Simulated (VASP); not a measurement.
# SiC (Imm2) in VASP: relaxation of the atoms with PBEsol

Aim: the relaxation of the atoms of SiC with PBEsol.

Everything below comes from runs of VASP 6.6.1. Logs are shortened: lines on timing, memory, paths and dates and some standing lists are left out, and cuts for length are marked.

## Step 1: The cell of the first run

The structure is orthorhombic, space group Imm2 (No. 44). Conventional cell: a = 3.050 Å, b = 3.099 Å, c = 4.313 Å, α = 90.00°, β = 90.00°, γ = 90.00°. Within 2.5 Å of Si (site symmetry mm2) lie 4 C at 1.87 to 1.89 Å. C (site symmetry mm2) has 4 Si at 1.87 to 1.89 Å within 2.5 Å.

## Step 2: Relaxation of the atoms, PBEsol (strained cell)

INCAR

```
  ALGO = Normal
  EDIFF = 1E-7
  EDIFFG = -0.002
  ENCUT = 520
  GGA = PS
  GGA_COMPAT = False
  IBRION = 2
  ISIF = 2
  ISMEAR = 0
  LASPH = True
  LCHARG = False
  LREAL = False
  LWAVE = False
  NELM = 120
  NELMIN = 4
  NSW = 60
  PREC = Accurate
  SIGMA = 0.02
```

KPOINTS

```
k-points
0
Gamma
  10 10 10
```

POSCAR

```
SiC
1.0
    0.0174274414      2.1740733114      2.1566458700
    2.1740733114      0.0174274414      2.1566458700
    2.1915007528      2.1915007528      0.0000000000
Si C
1 1
Direct
    0.0000000000      0.0000000000      0.0000000000
    0.2500000000      0.2500000000      0.2500000000
```

Potentials or basis: VASP PAW PBE potentials, release 64 (Si, C).

Launch:

```sh
> cat potpaw_PBE.64/Si/POTCAR potpaw_PBE.64/C/POTCAR > POTCAR
> mpirun -np 1 vasp_std > vasp.out
```

OUTCAR:

```text
EDIFF = 1E-7
   EDIFFG = -0.002
   ENCUT = 520
   GGA = PS
   IBRION = 2
   ISIF = 2
   ISMEAR = 0
   LASPH = True
   LREAL = False
   NELM = 120
   NELMIN = 4
   NSW = 60
   PREC = Accurate

 ion  position               nearest neighbor table
   1  0.000  0.000  0.000-   2 1.87   2 1.87   2 1.89   2 1.89
   2  0.250  0.250  0.250-   1 1.87   1 1.87   1 1.89   1 1.89

  LATTYP: Found a body centered orthorhombic cell.
 ALAT       =     3.0499578386
 B/A-ratio  =     1.0161616162
 C/A-ratio  =     1.4142135624

  Lattice vectors:

 A1 = (   2.1740733114,   0.0174274414,  -2.1566458700)
 A2 = (  -2.1740733114,  -0.0174274414,  -2.1566458700)
 A3 = (   0.0174274414,   2.1740733114,   2.1566458700)

Analysis of symmetry for initial positions (statically):
=====================================================================
 Subroutine PRICEL returns:
 Original cell was already a primitive cell.

 Routine SETGRP: Setting up the symmetry group for a
 body centered orthorhombic supercell.

 Subroutine GETGRP returns: Found  4 space group operations
 (whereof  4 operations were pure point group operations)
 out of a pool of  8 trial point group operations.

The static configuration has the point symmetry C_2v.

Analysis of symmetry for dynamics (positions and initial velocities):
=====================================================================
 Subroutine PRICEL returns:
 Original cell was already a primitive cell.

 Routine SETGRP: Setting up the symmetry group for a
 body centered orthorhombic supercell.

 Subroutine GETGRP returns: Found  4 space group operations
 (whereof  4 operations were pure point group operations)
 out of a pool of  8 trial point group operations.

The dynamic configuration has the point symmetry C_2v.

 Subroutine INISYM returns: Found  4 space group operations
 (whereof  4 operations are pure point group operations),
 and found     1 'primitive' translations

----------------------------------------------------------------------------------------

                                     Primitive cell

  volume of cell :      20.3859

  direct lattice vectors                    reciprocal lattice vectors
     0.017427441  2.174073311  2.156645870    -0.231841494  0.231841494  0.231841494
     2.174073311  0.017427441  2.156645870     0.231841494 -0.231841494  0.231841494
     2.191500753  2.191500753  0.000000000     0.228154154  0.228154154 -0.231841494

  length of vectors
     3.062355284  3.062355284  3.099250087     0.401561246  0.401561246  0.397314880

  position of ions in fractional coordinates (direct lattice)
     0.000000000  0.000000000  0.000000000
     0.250000000  0.250000000  0.250000000

  ion indices of the primitive-cell ions
   primitive index   ion index
                 1           1
                 2           2

----------------------------------------------------------------------------------------

 KPOINTS: k-points

Automatic generation of k-mesh.
 Grid dimensions read from file:
 generate k-points for:   10   10   10

 Generating k-lattice:

  Cartesian coordinates                     Fractional coordinates (reciprocal lattice)
    -0.023184149  0.023184149  0.023184149     0.100000000  0.000000000  0.000000000
     0.023184149 -0.023184149  0.023184149     0.000000000  0.100000000  0.000000000
     0.022815415  0.022815415 -0.023184149     0.000000000  0.000000000  0.100000000

  Length of vectors
     0.040156125  0.040156125  0.039731488

  Shift w.r.t. Gamma in fractional coordinates (k-lattice)
     0.000000000  0.000000000  0.000000000

 Subroutine IBZKPT returns following result:
 ===========================================

 Found    171 irreducible k-points:

 Following reciprocal coordinates:
            Coordinates               Weight
  0.000000  0.000000  0.000000      1.000000
  0.100000 -0.000000  0.000000      4.000000
  0.200000 -0.000000  0.000000      4.000000
  0.300000  0.000000  0.000000      4.000000
  0.400000  0.000000  0.000000      4.000000
  0.500000 -0.000000  0.000000      2.000000
[... 16 lines left out ...]
  0.300000  0.300000  0.000000      2.000000
  0.400000  0.300000  0.000000      4.000000
 [... further k-points ...]
   k-points           NKPTS =    171   k-points in BZ     NKDIM =    171   number of bands    NBANDS=      8
   number of dos      NEDOS =    301   number of ions     NIONS =      2
   total plane-waves  NPLWV =  13824
   dimension x,y,z NGX =    24 NGY =   24 NGZ =   24
   dimension x,y,z NGXF=    48 NGYF=   48 NGZF=   48
   ions per type =               1   1
   NGX,Y,Z   is equivalent  to a cutoff of  13.03, 13.03, 12.87 a.u.
   NGXF,Y,Z  is equivalent  to a cutoff of  26.06, 26.06, 25.75 a.u.
 SYSTEM =  unknown system
   PREC   = accura    normal or accurate (medium, high low for compatibility)
   ISTART =      0    job   : 0-new  1-cont  2-samecut
   ICHARG =      2    charge: 1-file 2-atom 10-const
   ISPIN  =      1    spin polarized calculation?
   LNONCOLLINEAR =      F non collinear calculations
   LSORBIT =      F    spin-orbit coupling
   LASPH  =      T    aspherical Exc in radial PAW
   ENCUT  =  520.0 eV  38.22 Ry    6.18 a.u.   5.69  5.69  5.76*2*pi/ulx,y,z
   NELM   =    120;   NELMIN=  4; NELMDL= -5     # of ELM steps
   EDIFF  = 0.1E-06   stopping-criterion for ELM
   LREAL  =      F    real-space projection
   EDIFFG = -.2E-02   stopping-criterion for IOM
   NSW    =     60    number of steps for IOM
   IBRION =      2    ionic relax: 0-MD 1-quasi-New 2-CG
   NFREE  =      1    steps in history (QN), initial steepest desc. (CG)
   ISIF   =      2    stress and relaxation
   ISYM   =      2    0-nonsym 1-usesym 2-fastsym
   POTIM  = 0.5000    time-step for ionic-motion
   TEBEG  =    0.0;   TEEND  =   0.0 temperature during run
   PSTRESS=    0.0 pullay stress
   NELECT =       8.0000    total number of electrons
   NUPDOWN=      -1.0000    fix difference up-down
   EMIN   =  10.00;   EMAX   =-10.00  energy-range for DOS
   EFERMI =   0.00;   METHOD = LEGACY
   ISMEAR =     0;   SIGMA  =   0.02  broadening in eV -4-tet -1-fermi 0-gaus
   EFERMI_NEDOS =   21; number of points for ismear=-14 and -15
   IALGO  =     38    algorithm
   IMIX   =      4    mixing-type and parameters
     AMIX     =   0.40;   BMIX     =  1.00
     AMIX_MAG =   1.60;   BMIX_MAG =  1.00
  volume/ion in A,a.u.               =      10.19        68.79
  Fermi-wavevector in a.u.,A,eV,Ry     =   1.198565  2.264960 19.545571  1.436559
  Thomas-Fermi vector in A             =   2.334451
   LORBIT       =      0    0 simple, 1 ext, 2 COOP (PROOUT), +10 PAW based schemes
   GGA     = PS    functional components
   LHFCALC =     F    Hartree Fock is set to
   AEXX    =    0.0000 exact exchange contribution
   IVDW    =     0    specifies the selected vdW correction
   LEPSILON=     F    determine dielectric tensor
   LRPA    =     F    only Hartree local field effects (RPA)
 conjugate gradient relaxation of ions
 non-spin polarized calculation
 Gauss-broadening in eV      SIGMA  =   0.02
  energy-cutoff  :      520.00
  volume of cell :       20.39
 maximum number of plane-waves:       560
   NGX = 11   NGY = 11   NGZ = 11

--------------------------------------- Ionic step        1  -------------------------------------------

 number of electron       8.0000000 magnetization

 Free energy of the ion-electron system (eV)
  ---------------------------------------------------
  ext. energy  EPLUGINS =         0.00000000
  ---------------------------------------------------
  free energy    TOTEN  =       -15.90606181 eV

  energy without entropy =      -15.90606181  energy(sigma->0) =      -15.90606181

------------------------ aborting loop because EDIFF is reached ----------------------------------------

  FORCE on cell =-STRESS in cart. coord.  units (eV):
  Direction    XX          YY          ZZ          XY          YZ          ZX
  --------------------------------------------------------------------------------------
  -------------------------------------------------------------------------------------
  Total        0.3795084      0.3795084      0.6263055     -0.5772257      0.0000000      0.0000000
  in kB       29.8265252     29.8265252     49.2229395    -45.3656332      0.0000000      0.0000000
  external PRESSURE =      36.2919966 kB  Pullay stress =       0.0000000 kB
[... 57 lines left out ...]
  energy  without entropy=      -15.9061625057  energy(sigma->0) =      -15.90616251

--------------------------------------- Ionic step        3  -------------------------------------------

 number of electron       8.0000000 magnetization

 Free energy of the ion-electron system (eV)
  ---------------------------------------------------
  ext. energy  EPLUGINS =         0.00000000
  ---------------------------------------------------
  free energy    TOTEN  =       -15.90663461 eV

  energy without entropy =      -15.90663461  energy(sigma->0) =      -15.90663461

 E-fermi :   8.4670     XC(G=0): -11.5693

 val. band max:        8.2917355560   @ k =   0.0000   0.0000   0.0000
 cond. band min:       9.3828881685   @ k =   0.5000   0.5000   0.0000
 fundamental gap:      1.0911526125
 Fermi energy:         8.4670290738

 k-point     1 :       0.0000    0.0000    0.0000
  band No.  band energies     occupation
      1      -7.3171      2.00000
      2       8.1262      2.00000
      3       8.2593      2.00000
      4       8.2917      2.00000
      5      14.5231      0.00000
      6      15.4079      0.00000
      7      15.6219      0.00000
      8      15.7508      0.00000
[... 243 lines left out ...]
 k-point    24 :       0.4000    0.3000    0.0000
  band No.  band energies     occupation
      1      -4.0862      2.00000
      2       2.6889      2.00000
      3       5.0826      2.00000
      4       5.3674      2.00000
      5      10.9044      0.00000
      6      13.7982      0.00000
      7      19.9660      0.00000
      8      20.1752      0.00000

 [... further k-points ...]
[... 5 lines left out ...]
  --------------------------------------------------------------------------------------
  -------------------------------------------------------------------------------------
  Total        0.3741219      0.3741219      0.6203836     -0.5058760      0.0000000      0.0000000
  in kB       29.4031890     29.4031890     48.7575168    -39.7580791      0.0000000      0.0000000
  external PRESSURE =      35.8546316 kB  Pullay stress =       0.0000000 kB
[... 17 lines left out ...]
  FREE ENERGIE OF THE ION-ELECTRON SYSTEM (eV)
  ---------------------------------------------------
  free  energy   TOTEN  =       -15.9066346058 eV

  energy  without entropy=      -15.9066346058  energy(sigma->0) =      -15.90663461

 reached required accuracy - stopping structural energy minimisation
```

It took 64 s on 1 thread of Oxide Virtual Turin-like, shared host; peak memory 0.12 GiB.

Results:

- Free energy: -15.9066 eV
- Energy gained by relaxing: 0.3 meV/atom
- Ionic steps: 3
- Pressure after relaxing: 3.6 GPa
- Band gap on the k mesh: 1.09 eV (least direct gap 4.31 eV)

Step by step:
```tsv
step	energy change (eV)	largest force (eV/Å)	pressure (GPa)
1	0.0000	0.1506	3.63
2	-0.0001	0.1365	3.56
3	-0.0006	0.0000	3.59
```

Final structure:
```
Si C
1.0
     0.01743    2.17407    2.15665
     2.17407    0.01743    2.15665
     2.19150    2.19150    0.00000
Si C
1 1
Direct
  0.00088 0.00088 0.99912
  0.24912 0.24912 0.25088
```

Caveat: the cell differs from its parent crystal (strained cell); the PAW data sets were made with another functional, which shifts forces and pressure a little. A k mesh can miss the band edges.
